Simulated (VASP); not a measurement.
# Pd2Pt (Fm-3m) in VASP: a series of runs, part 2 of 2

VASP 6.6.1. Earlier steps stand in the parts before.

## Step 3: Relaxation of cell and atoms, PBE

This run uses another cell than the first one, of 14.26 Å³/atom, 0.767 times its volume.

INCAR

```
PREC = Accurate ; ENCUT = 600
EDIFF = 1E-6 ; ISMEAR = 0
SIGMA = 0.1 ; LREAL = F
LASPH = T ; NELM = 100
ALGO = Normal ; ISIF = 3
LWAVE = F ; LCHARG = F
GGA = PE ; IBRION = 2
NSW = 90 ; EDIFFG = -0.04
```

KPOINTS

```
Automatic mesh
0
Gamma
  6 6 6
```

POSCAR

```
Pd2Pt
1.0
    0.0000000000      2.7759974588      2.7759974588
    2.7759974588      0.0000000000      2.7759974588
    2.7759974588      2.7759974588      0.0000000000
Pd Pt
2 1
Direct
    0.2500000000      0.2500000000      0.2500000000
    0.7500000000      0.7500000000      0.7500000000
    0.0000000000      0.0000000000      0.0000000000
```

Potentials or basis: VASP PAW PBE potentials, release 64 (Pd, Pt).

On the command line:

```sh
$ cat potpaw_PBE.64/Pd/POTCAR potpaw_PBE.64/Pt/POTCAR > POTCAR
$ mpirun -np 1 vasp_std > vasp.out
```

OUTCAR:

```text
PREC = Accurate
   ENCUT = 600
   EDIFF = 1E-6
   ISMEAR = 0
   LREAL = F
   LASPH = T
   NELM = 100
   ISIF = 3
   GGA = PE
   IBRION = 2
   NSW = 90
   EDIFFG = -0.04

 ion  position               nearest neighbor table
   1  0.250  0.250  0.250-   3 2.40   3 2.40   3 2.40   3 2.40   2 2.78   2 2.78   2 2.78   2 2.78
                             2 2.78   2 2.78
   2  0.750  0.750  0.750-   3 2.40   3 2.40   3 2.40   3 2.40   1 2.78   1 2.78   1 2.78   1 2.78
                             1 2.78   1 2.78
   3  0.000  0.000  0.000-   1 2.40   2 2.40   2 2.40   2 2.40   2 2.40   1 2.40   1 2.40   1 2.40

  LATTYP: Found a face centered cubic cell.
 ALAT       =     5.5519949176

  Lattice vectors:

 A1 = (   0.0000000000,   2.7759974588,   2.7759974588)
 A2 = (   2.7759974588,   0.0000000000,   2.7759974588)
 A3 = (   2.7759974588,   2.7759974588,   0.0000000000)

[... 159 lines left out ...]

 number of electron      30.0000002 magnetization

 Free energy of the ion-electron system (eV)
  ---------------------------------------------------
  ext. energy  EPLUGINS =         0.00000000
  ---------------------------------------------------
  free energy    TOTEN  =       -13.02222847 eV

  energy without entropy =      -13.00233145  energy(sigma->0) =      -13.01227996

 E-fermi :  11.4281     XC(G=0): -13.3021

 val. band max:       11.4265234242   @ k =   0.5000   0.0000   0.0000
 cond. band min:      11.4931390427   @ k =   0.5000   0.3333   0.0000
 fundamental gap:      0.0666156185
 Fermi energy:        11.4280895090
[... 856 lines left out ...]
--------------------------------------- Ionic step        5  -------------------------------------------

 number of electron      30.0000000 magnetization

 Free energy of the ion-electron system (eV)
  ---------------------------------------------------
  ext. energy  EPLUGINS =         0.00000000
  ---------------------------------------------------
  free energy    TOTEN  =       -15.32564021 eV

  energy without entropy =      -15.29515727  energy(sigma->0) =      -15.31039874

 E-fermi :   7.0731     XC(G=0): -11.7372

 val. band max:        7.0692236392   @ k =   0.5000   0.0000   0.0000
 cond. band min:       7.1283458926   @ k =  -0.1667   0.1667   0.0000
 fundamental gap:      0.0591222534
 Fermi energy:         7.0731294528
[... 380 lines left out ...]
  FREE ENERGIE OF THE ION-ELECTRON SYSTEM (eV)
  ---------------------------------------------------
  free  energy   TOTEN  =       -15.3256402134 eV

  energy  without entropy=      -15.2951572673  energy(sigma->0) =      -15.31039874

 reached required accuracy - stopping structural energy minimisation
```

OSZICAR:

```text
N       E                     dE             d eps       ncg     rms          rms(c)
DAV:   1     0.216795936133E+03    0.21680E+03   -0.17143E+04   608   0.173E+03
DAV:   2    -0.787916266885E+01   -0.22468E+03   -0.21455E+03   638   0.364E+02
DAV:   3    -0.137306239324E+02   -0.58515E+01   -0.56021E+01   680   0.609E+01
[... 53 lines left out ...]
DAV:   4    -0.153251609859E+02    0.56404E-02   -0.17392E-02   608   0.192E+00    0.383E-01
DAV:   5    -0.153256583613E+02   -0.49738E-03   -0.24225E-03   611   0.388E-01    0.461E-02
DAV:   6    -0.153256340910E+02    0.24270E-04   -0.20418E-04   620   0.150E-01    0.170E-02
DAV:   7    -0.153256404535E+02   -0.63625E-05   -0.10500E-05   629   0.295E-02    0.342E-03
DAV:   8    -0.153256402134E+02    0.24010E-06   -0.19056E-07   310   0.417E-03
   5 F= -.15325640E+02 E0= -.15310399E+02  d E =-.230341E+01
```

Run time: 61 s. Hardware: 1 thread of Intel Xeon 6975P-C (Granite Rapids), shared host; peak memory 0.19 GiB.

Results:

- Free energy: -15.3256 eV
- Relaxed volume: 18.53 Å³/atom
- Relaxed cell: a = 4.284 Å, b = 4.284 Å, c = 4.284 Å, α = 60.00°, β = 60.00°, γ = 60.00°
- Space group after relaxing (to 0.05 Å): Fm-3m (No. 225)
- Energy gained by relaxing: 767.8 meV/atom
- Ionic steps: 5
- Pressure after relaxing: 0.2 GPa
- Band gap on the k mesh: zero (band 15 reaches 7.52 eV, above the bottom of band 16 at 6.62 eV)

Step by step:
```
step  energy change (eV)  largest force (eV/Å)  pressure (GPa)  volume (Å³)
   1              0.0000                0.0000           75.24        42.78
   2              1.8956                0.0000          -16.01        99.10
   3             -2.2278                0.0000           -6.88        58.97
   4             -2.2906                0.0000           -3.06        56.98
   5             -2.3034                0.0000            0.23        55.59
```

Final structure:
```yaml
crystal:
  lattice:
    - [0.00000, 3.02920, 3.02920]
    - [3.02920, 0.00000, 3.02920]
    - [3.02920, 3.02920, 0.00000]
  atoms:
    - { symbol: Pd, position: [0.25000, 0.25000, 0.25000] }
    - { symbol: Pd, position: [0.75000, 0.75000, 0.75000] }
    - { symbol: Pt, position: [0.00000, 0.00000, 0.00000] }
```

Caveat: the volume moved by over 15 % at a fixed basis, so the end points are rough; spin-orbit coupling is left out, which moves the levels of the heavy elements.

## Step 4: Single point, PBE

INCAR

```
  ALGO = Fast
  EDIFF = 1E-6
  ENCUT = 520
  GGA = PE
  ISIF = 2
  ISMEAR = 0
  LASPH = T
  LCHARG = F
  LREAL = F
  LWAVE = F
  NBANDS = 22
  NELM = 80
  PREC = Accurate
  SIGMA = 0.1
```

KPOINTS

```
k-points
0
Gamma
  14 14 14
```

POSCAR

```
Pd2Pt
1.0
    0.0000000000      3.0341123798      3.0341123798
    3.0341123798      0.0000000000      3.0341123798
    3.0341123798      3.0341123798      0.0000000000
Pd Pt
2 1
Direct
    0.2500000000      0.2500000000      0.2500000000
    0.7500000000      0.7500000000      0.7500000000
    0.0000000000      0.0000000000      0.0000000000
```

On the command line:

```sh
$ cat potpaw_PBE.64/Pd/POTCAR potpaw_PBE.64/Pt/POTCAR > POTCAR
$ mpirun -np 1 vasp_std > vasp.out
```

Wall time 80 s (1 thread of Intel Xeon 6975P-C (Granite Rapids), shared host); peak memory 0.26 GiB.

The run converged. Its results:

- Free energy: -15.3261 eV
- Pressure: -0.4 GPa
- Band gap on the k mesh: zero (band 15 reaches 7.51 eV, above the bottom of band 16 at 6.56 eV)

Levels at points of the mesh, in eV from the Fermi level:
| k point | band 12 | band 13 | band 14 | band 15 | band 16 | band 17 | band 18 | band 19 |
| --- | --- | --- | --- | --- | --- | --- | --- | --- |
| (0.00, 0.00, 0.00) | -0.50 | -0.47 | -0.47 | -0.46 | -0.46 | 8.73 | 9.73 | 9.73 |
| (0.50, 0.00, 0.00) | -1.23 | -0.68 | -0.68 | -0.02 | -0.02 | 1.00 | 7.38 | 7.38 |
| (0.50, 0.50, 0.00) | -0.90 | -0.52 | 0.22 | 0.22 | 0.83 | 1.34 | 2.59 | 2.59 |

Caveat: spin-orbit coupling is left out, which moves the levels of the heavy elements.

## Step 5: Relaxation of cell and atoms, PBE

INCAR

```
ALGO = Fast ; EDIFF = 1E-6
EDIFFG = -0.01 ; ENCUT = 600
GGA = PE ; IBRION = 2
ISIF = 3 ; ISMEAR = 0
LASPH = True ; LCHARG = False
LREAL = False ; LWAVE = False
NELM = 100 ; NSW = 100
PREC = Accurate ; SIGMA = 0.1
```

KPOINTS is that of step 4.

POSCAR

```
Pd2Pt
1.0
    0.0000000000      3.0325261220      3.0325261220
    3.0325261220      0.0000000000      3.0325261220
    3.0325261220      3.0325261220      0.0000000000
Pd Pt
2 1
Direct
    0.2500000000      0.2500000000      0.2500000000
    0.7500000000      0.7500000000      0.7500000000
    0.0000000000      0.0000000000      0.0000000000
```

On the command line:

```sh
$ cat potpaw_PBE.64/Pd/POTCAR potpaw_PBE.64/Pt/POTCAR > POTCAR
$ mpirun -np 1 vasp_std > vasp.out
```

It took 4.3 min on 1 thread of Intel Xeon 6975P-C (Granite Rapids), shared host; peak memory 0.31 GiB.

Results (log left out):

| Quantity | Value |
| --- | --- |
| Free energy | -15.3262 eV |
| Relaxed volume | 18.57 Å³/atom |
| Relaxed cell | a = 4.287 Å, b = 4.287 Å, c = 4.287 Å, α = 60.00°, β = 60.00°, γ = 60.00° |
| Space group after relaxing (to 0.05 Å) | Fm-3m (No. 225) |
| Energy gained by relaxing | 0.0 meV/atom |
| Ionic steps | 3 |
| Pressure after relaxing | 0.0 GPa |
| Band gap on the k mesh | zero (band 15 reaches 7.54 eV, above the bottom of band 16 at 6.59 eV) |

Final structure:
```yaml
crystal:
  lattice:
    - [0.00000, 3.03160, 3.03160]
    - [3.03160, 0.00000, 3.03160]
    - [3.03160, 3.03160, 0.00000]
  atoms:
    - { symbol: Pd, position: [0.25000, 0.25000, 0.25000] }
    - { symbol: Pd, position: [0.75000, 0.75000, 0.75000] }
    - { symbol: Pt, position: [0.00000, 0.00000, 0.00000] }
```

Levels at points of the mesh, in eV from the Fermi level:
```tsv
k point	band 13	band 14	band 15	band 16	band 17	band 18
(0.00, 0.00, 0.00)	-0.47	-0.47	-0.47	-0.47	8.73	9.74
(0.50, 0.00, 0.00)	-0.69	-0.69	-0.02	-0.02	1.01	7.40
(0.50, 0.50, 0.00)	-0.52	0.22	0.22	0.83	1.34	2.59
```

Caveat: spin-orbit coupling is left out, which moves the levels of the heavy elements.

## Step 6: Summary

```csv
task,cell,k mesh,cutoff (eV),gap on the mesh (eV),pressure (GPa),relaxed volume (Å³/atom)
single point,"a = 4.289 Å, angles 60.0°, 3 atoms",6 × 6 × 6,520,none,-0.3,-
relaxation of cell and atoms,"relaxed from a = 3.926 Å, angles 60.0°, 3 atoms",6 × 6 × 6,600,none,0.2,18.53
single point,"a = 4.291 Å, angles 60.0°, 3 atoms",14 × 14 × 14,520,none,-0.4,-
relaxation of cell and atoms,"relaxed from a = 4.289 Å, angles 60.0°, 3 atoms",14 × 14 × 14,600,none,0.0,18.57
```

Alike in all rows: level PBE; potentials or basis VASP PAW PBE potentials, release 64 (Pd, Pt); no spin polarisation; smearing gaussian 0.1 eV.

Caveats: spin-orbit coupling is left out, which moves the levels of the heavy elements; the volume moved by over 15 % at a fixed basis, so the end points are rough (some runs).

Absolute energies hang on the potentials; compare differences alone.
